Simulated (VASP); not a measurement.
Input of a VASP 6.6.1 run:

INCAR

```
SYSTEM = WS2
  PREC = Accurate
  ENCUT = 520
  EDIFF = 1E-6
  ISMEAR = 0
  SIGMA = 0.02
  LREAL = .FALSE.
  LASPH = .TRUE.
  NELM = 60
  ALGO = Normal
  ISIF = 2
  LWAVE = .FALSE.
  LCHARG = .FALSE.
  GGA = PE
  IVDW = 12
  NBANDS = 20
```

KPOINTS

```
regular mesh
0
G
  12 12 6
  0 0 0
```

Contents of POSCAR:

```
WS2
1.0
    2.9878439185      0.0000000000      0.0000000000
   -1.4939219593      2.5875487360      0.0000000000
    0.0000000000      0.0000000000      5.9660759753
W S
1 2
Direct
    0.3333333333      0.6666666667      0.0000000000
    0.6666666667      0.3333333333      0.7333584473
    0.6666666667      0.3333333333      0.2666415527
```

Potentials or basis: VASP PAW PBE potentials, release 64 (W_sv, S).

The run is started by

```console
$ cat potpaw_PBE.64/W_sv/POTCAR potpaw_PBE.64/S/POTCAR > POTCAR
$ mpirun -np 1 vasp_std > vasp.out
```

Q: Estimate the largest force.

A: 0.003 eV/Å.

Q: Estimate the band gap on the k mesh.

A: 0.44 eV (least direct gap 1.53 eV).

Q: Estimate the dispersion energy per atom.

A: -0.496 eV.

Forces on the atoms (eV/Å):
```
W    0.000  0.000  0.000
S    0.000  0.000 -0.003
S    0.000  0.000  0.003
```

Caveat: spin-orbit coupling is left out, which moves the levels of the heavy elements. A k mesh can miss the band edges.
